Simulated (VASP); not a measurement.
# InP (F-43m) in VASP: settings compared

Aim: see how the results for InP move with the level of theory and the settings. Levels: PBEsol, revPBE. Tasks: single point.

Everything below comes from runs of VASP 6.6.1. Logs are shortened: lines on timing, memory, paths and dates and some standing lists are left out, and cuts for length are marked.

### Step 1. The cell of the first run

Symmetry: F-43m, No. 216, cubic system. The conventional cell has a = 5.849 Å, b = 5.849 Å, c = 5.849 Å, α = 90.00°, β = 90.00°, γ = 90.00°. In (site symmetry -43m) has 4 P at 2.53 Å within 3.3 Å. Within 3.3 Å of P (site symmetry -43m) lie 4 In at 2.53 Å.

### Step 2. Single point, PBEsol

File INCAR:

```
SYSTEM = InP
PREC     = Accurate       ! precision mode
ENCUT    = 500            ! plane-wave cutoff, eV
EDIFF    = 1E-6           ! SCF threshold, eV
ISMEAR   = 0              ! smearing method
SIGMA    = 0.01           ! smearing width, eV
LREAL    = .FALSE.        ! projectors in reciprocal space
LASPH    = .TRUE.         ! aspherical terms in the spheres
NELM     = 120            ! most SCF steps
ALGO     = Normal         ! electronic algorithm
ISIF     = 2              ! what is computed and relaxed
LWAVE    = .FALSE.        ! write WAVECAR
LCHARG   = .FALSE.        ! write CHGCAR
GGA      = PS             ! functional
NBANDS   = 16             ! bands
GGA_COMPAT= .FALSE.
```

File KPOINTS:

```
regular mesh
0
G
  6 6 6
  0 0 0
```

File POSCAR:

```
InP
1.0
    0.0000000000      2.9245430529      2.9245430529
    2.9245430529      0.0000000000      2.9245430529
    2.9245430529      2.9245430529      0.0000000000
In P
1 1
Direct
    0.0000000000      0.0000000000      0.0000000000
    0.7500000000      0.7500000000      0.7500000000
```

Potentials or basis: VASP PAW PBE potentials, release 64 (In_d, P).

Command:

```
$ cat potpaw_PBE.64/In_d/POTCAR potpaw_PBE.64/P/POTCAR > POTCAR
$ mpirun -np 1 vasp_std > vasp.out
```

OUTCAR:

```text
SYSTEM = InP
   PREC = Accurate
   ENCUT = 500
   EDIFF = 1E-6
   ISMEAR = 0
   LREAL = .FALSE.
   LASPH = .TRUE.
   NELM = 120
   ISIF = 2
   GGA = PS

 ion  position               nearest neighbor table
   1  0.000  0.000  0.000-   2 2.53   2 2.53   2 2.53   2 2.53
   2  0.750  0.750  0.750-   1 2.53   1 2.53   1 2.53   1 2.53

  LATTYP: Found a face centered cubic cell.
 ALAT       =     5.8490861058

  Lattice vectors:

 A1 = (   0.0000000000,   2.9245430529,   2.9245430529)
 A2 = (   2.9245430529,   0.0000000000,   2.9245430529)
 A3 = (   2.9245430529,   2.9245430529,   0.0000000000)

Analysis of symmetry for initial positions (statically):
=====================================================================
 Subroutine PRICEL returns:
 Original cell was already a primitive cell.

 Routine SETGRP: Setting up the symmetry group for a
 face centered cubic supercell.

 Subroutine GETGRP returns: Found 24 space group operations
 (whereof 24 operations were pure point group operations)
 out of a pool of 48 trial point group operations.

The static configuration has the point symmetry T_d .

Analysis of symmetry for dynamics (positions and initial velocities):
=====================================================================
 Subroutine PRICEL returns:
 Original cell was already a primitive cell.

 Routine SETGRP: Setting up the symmetry group for a
 face centered cubic supercell.

 Subroutine GETGRP returns: Found 24 space group operations
 (whereof 24 operations were pure point group operations)
 out of a pool of 48 trial point group operations.

The dynamic configuration has the point symmetry T_d .

 Subroutine INISYM returns: Found 24 space group operations
 (whereof 24 operations are pure point group operations),
 and found     1 'primitive' translations

----------------------------------------------------------------------------------------

                                     Primitive cell

  volume of cell :      50.0270

  direct lattice vectors                    reciprocal lattice vectors
     0.000000000  2.924543053  2.924543053    -0.170966880  0.170966880  0.170966880
     2.924543053  0.000000000  2.924543053     0.170966880 -0.170966880  0.170966880
     2.924543053  2.924543053  0.000000000     0.170966880  0.170966880 -0.170966880

  length of vectors
     4.135928449  4.135928449  4.135928449     0.296123322  0.296123322  0.296123322

[... 70 lines left out ...]
   NELM   =    120;   NELMIN=  2; NELMDL= -5     # of ELM steps
   EDIFF  = 0.1E-05   stopping-criterion for ELM
   LREAL  =      F    real-space projection
   EDIFFG = 0.1E-04   stopping-criterion for IOM
   NSW    =      0    number of steps for IOM
   IBRION =     -1    ionic relax: 0-MD 1-quasi-New 2-CG
   NFREE  =      0    steps in history (QN), initial steepest desc. (CG)
   ISIF   =      2    stress and relaxation
   ISYM   =      2    0-nonsym 1-usesym 2-fastsym
   POTIM  = 0.5000    time-step for ionic-motion
   TEBEG  =    0.0;   TEEND  =   0.0 temperature during run
   PSTRESS=    0.0 pullay stress
   NELECT =      18.0000    total number of electrons
   NUPDOWN=      -1.0000    fix difference up-down
   EMIN   =  10.00;   EMAX   =-10.00  energy-range for DOS
   EFERMI =   0.00;   METHOD = LEGACY
   ISMEAR =     0;   SIGMA  =   0.01  broadening in eV -4-tet -1-fermi 0-gaus
   EFERMI_NEDOS =   21; number of points for ismear=-14 and -15
   IALGO  =     38    algorithm
   IMIX   =      4    mixing-type and parameters
     AMIX     =   0.40;   BMIX     =  1.00
     AMIX_MAG =   1.60;   BMIX_MAG =  1.00
  volume/ion in A,a.u.               =      25.01       168.80
  Fermi-wavevector in a.u.,A,eV,Ry     =   1.164388  2.200374 18.446765  1.355799
  Thomas-Fermi vector in A             =   2.300926
   LORBIT       =      0    0 simple, 1 ext, 2 COOP (PROOUT), +10 PAW based schemes
   GGA     = PS    functional components
   LHFCALC =     F    Hartree Fock is set to
   AEXX    =    0.0000 exact exchange contribution
   IVDW    =     0    specifies the selected vdW correction
   LEPSILON=     F    determine dielectric tensor
   LRPA    =     F    only Hartree local field effects (RPA)
 non-spin polarized calculation
 Gauss-broadening in eV      SIGMA  =   0.01
  energy-cutoff  :      500.00
  volume of cell :       50.03
 maximum number of plane-waves:      1303
   NGX = 15   NGY = 15   NGZ = 15

 number of electron      18.0000010 magnetization

 Free energy of the ion-electron system (eV)
  ---------------------------------------------------
  ext. energy  EPLUGINS =         0.00000000
  ---------------------------------------------------
  free energy    TOTEN  =        -9.14043364 eV

  energy without entropy =       -9.14043364  energy(sigma->0) =       -9.14043364

 E-fermi :   5.2370     XC(G=0):  -9.5035

 val. band max:        5.1662331026   @ k =   0.0000   0.0000   0.0000
 cond. band min:       5.8111436770   @ k =   0.0000   0.0000   0.0000
 fundamental gap:      0.6449105743
 Fermi energy:         5.2369789354

 k-point     1 :       0.0000    0.0000    0.0000
  band No.  band energies     occupation
      1      -9.0043      2.00000
      2      -9.0043      2.00000
      3      -9.0043      2.00000
      4      -8.8469      2.00000
      5      -8.8469      2.00000
      6      -6.4254      2.00000
[... 281 lines left out ...]
      3      -8.9045      2.00000
      4      -8.8768      2.00000
      5      -8.8243      2.00000
      6      -3.9183      2.00000
[... 8 lines left out ...]
     15      16.4250      0.00000
     16      17.1161      0.00000

------------------------ aborting loop because EDIFF is reached ----------------------------------------

  FORCE on cell =-STRESS in cart. coord.  units (eV):
  Direction    XX          YY          ZZ          XY          YZ          ZX
  --------------------------------------------------------------------------------------
  -------------------------------------------------------------------------------------
  Total        0.3162552      0.3162552      0.3162552      0.0000000      0.0000000     -0.0000000
  in kB       10.1284791     10.1284791     10.1284791      0.0000000      0.0000000     -0.0000000
  external PRESSURE =      10.1284791 kB  Pullay stress =       0.0000000 kB

 VOLUME and BASIS-vectors are now :
 -----------------------------------------------------------------------------
  energy-cutoff  :      500.00
  volume of cell :       50.03
      direct lattice vectors                 reciprocal lattice vectors
     0.000000000  2.924543053  2.924543053    -0.170966880  0.170966880  0.170966880
     2.924543053  0.000000000  2.924543053     0.170966880 -0.170966880  0.170966880
     2.924543053  2.924543053  0.000000000     0.170966880  0.170966880 -0.170966880

 POSITION                                       TOTAL-FORCE (eV/Angst)
 -----------------------------------------------------------------------------------
      0.00000      0.00000      0.00000         0.000000      0.000000      0.000000
      4.38681      4.38681      4.38681        -0.000000     -0.000000     -0.000000
 -----------------------------------------------------------------------------------
    total drift:                               -0.000000     -0.000000     -0.000000

  FREE ENERGIE OF THE ION-ELECTRON SYSTEM (eV)
  ---------------------------------------------------
  free  energy   TOTEN  =        -9.1404336436 eV

  energy  without entropy=       -9.1404336436  energy(sigma->0) =       -9.14043364
```

OSZICAR:

```text
N       E                     dE             d eps       ncg     rms          rms(c)
DAV:   1     0.110970342666E+03    0.11097E+03   -0.82706E+03   512   0.123E+03
DAV:   2    -0.216285681397E+01   -0.11313E+03   -0.10849E+03   560   0.290E+02
DAV:   3    -0.936124148567E+01   -0.71984E+01   -0.71626E+01   664   0.744E+01
DAV:   4    -0.954734486872E+01   -0.18610E+00   -0.18606E+00   640   0.128E+01
DAV:   5    -0.955422634274E+01   -0.68815E-02   -0.68813E-02   784   0.211E+00    0.555E+00
DAV:   6    -0.917905442154E+01    0.37517E+00   -0.57487E-01   832   0.135E+01    0.323E+00
DAV:   7    -0.914277851471E+01    0.36276E-01   -0.13908E-01   744   0.340E+00    0.112E+00
DAV:   8    -0.914012564830E+01    0.26529E-02   -0.14895E-02   672   0.140E+00    0.321E-01
DAV:   9    -0.914033500654E+01   -0.20936E-03   -0.11039E-03   632   0.350E-01    0.146E-01
DAV:  10    -0.914040570463E+01   -0.70698E-04   -0.17557E-04   800   0.177E-01    0.930E-02
DAV:  11    -0.914043463841E+01   -0.28934E-04   -0.50497E-05   584   0.838E-02    0.395E-02
DAV:  12    -0.914043353815E+01    0.11003E-05   -0.52956E-06   568   0.197E-02    0.953E-03
DAV:  13    -0.914043364363E+01   -0.10548E-06   -0.83693E-07   488   0.447E-03
   1 F= -.91404336E+01 E0= -.91404336E+01  d E =-.143762E-25
```

It took 6.4 s on 1 thread of Intel Xeon 6975P-C (Granite Rapids), shared host; peak memory 0.16 GiB.

Results:

| Item | Value |
| --- | --- |
| Free energy | -9.1404 eV |
| Pressure | 1.0 GPa |
| Band gap on the k mesh | 0.64 eV |

Caveat: the PAW data sets were made with another functional, which shifts forces and pressure a little; spin-orbit coupling is left out, which moves the levels of the heavy elements.

### Step 3. Single point, PBEsol

This run uses another cell than the first one, of 25.39 Å³/atom.

File INCAR:

```
PREC = Accurate
ENCUT = 500
EDIFF = 1E-6
ISMEAR = 0
SIGMA = 0.01
LREAL = F
LASPH = T
NELM = 120
ALGO = Normal
ISIF = 2
LWAVE = F
LCHARG = F
GGA = PS
NBANDS = 16
GGA_COMPAT = F
```

File KPOINTS:

```
Automatic mesh
0
Gamma
  6 6 6
```

File POSCAR:

```
InP
1.0
    0.0000000000      2.9392392491      2.9392392491
    2.9392392491      0.0000000000      2.9392392491
    2.9392392491      2.9392392491      0.0000000000
In P
1 1
Direct
    0.0000000000      0.0000000000      0.0000000000
    0.7500000000      0.7500000000      0.7500000000
```

Potentials or basis: VASP PAW PBE potentials, release 64 (In_d, P).

Command:

```
$ cat potpaw_PBE.64/In_d/POTCAR potpaw_PBE.64/P/POTCAR > POTCAR
$ mpirun -np 1 vasp_std > vasp.out
```

Run time: 6.1 s. Hardware: 1 thread of Intel Xeon 6975P-C (Granite Rapids), shared host; peak memory 0.16 GiB.

It converged, with:

```
Free energy            : -9.1430 eV
Pressure               : 0.0 GPa
Band gap on the k mesh : 0.56 eV
```

Levels at points of the mesh, in eV from the valence-band top:
```csv
k point,band 7,band 8,band 9,band 10,band 11,band 12
"(0.00, 0.00, 0.00)",0.00,0.00,0.00,0.56,4.01,4.01
"(0.50, 0.00, 0.00)",-5.76,-0.97,-0.97,1.38,4.73,4.73
"(0.50, 0.50, 0.00)",-5.78,-2.32,-2.32,1.64,2.16,9.04
```

Caveat: the PAW data sets were made with another functional, which shifts forces and pressure a little; spin-orbit coupling is left out, which moves the levels of the heavy elements.

### Step 4. Single point, revPBE

This run uses another cell than the first one, of 25.39 Å³/atom.

File INCAR:

```
PREC = Accurate ; ENCUT = 500
EDIFF = 1E-6 ; ISMEAR = -4
SIGMA = 0.1 ; LREAL = F
LASPH = T ; NELM = 120
ALGO = Normal ; ISIF = 2
LWAVE = F ; LCHARG = T
GGA = RE ; LELF = T
LVHAR = T ; NBANDS = 16
GGA_COMPAT = F
```

File KPOINTS:

```
regular mesh
0
Gamma
  6 6 6
```

POSCAR is that of step 3.

Command:

```
$ cat potpaw_PBE.64/In_d/POTCAR potpaw_PBE.64/P/POTCAR > POTCAR
$ mpirun -np 1 vasp_std > vasp.out
```

Wall time 7 s (1 thread of Intel Xeon 6975P-C (Granite Rapids), shared host); peak memory 0.16 GiB.

Results (log left out):

* Free energy: -7.7934 eV
* Pressure: 3.9 GPa
* Band gap on the k mesh: 0.76 eV

Levels at points of the mesh, in eV from the valence-band top:
```
           k point  band 5  band 6  band 7  band 8  band 9  band 10  band 11  band 12  band 13  band 14
(0.00, 0.00, 0.00)  -14.04  -11.43    0.00    0.00    0.00     0.76     4.12     4.12     4.12     8.71
(0.50, 0.00, 0.00)  -14.03   -9.75   -5.65   -0.95   -0.95     1.55     4.84     4.84     7.20     9.57
(0.50, 0.50, 0.00)  -14.01   -9.10   -5.68   -2.28   -2.28     1.86     2.33     9.27     9.58     9.58
```

Caveat: the cell stands under pressure; the PAW data sets were made with another functional, which shifts forces and pressure a little; spin-orbit coupling is left out, which moves the levels of the heavy elements.

### Step 5. The runs side by side

| level | cell | smearing | gap on the mesh (eV) | pressure (GPa) |
| --- | --- | --- | --- | --- |
| PBEsol | a = 4.136 Å, angles 60.0°, 2 atoms | gaussian 0.01 eV | 0.64 | 1.0 |
| PBEsol | a = 4.157 Å, angles 60.0°, 2 atoms | gaussian 0.01 eV | 0.56 | 0.0 |
| revPBE | a = 4.157 Å, angles 60.0°, 2 atoms | tetrahedron | 0.76 | 3.9 |

Alike in all rows: task single point; potentials or basis VASP PAW PBE potentials, release 64 (In_d, P); no spin polarisation; k mesh 6 × 6 × 6; cutoff (eV) 500.

Caveats: the PAW data sets were made with another functional, which shifts forces and pressure a little; spin-orbit coupling is left out, which moves the levels of the heavy elements; the cell stands under pressure (at least some runs).

Absolute energies hang on the potentials; compare differences alone.
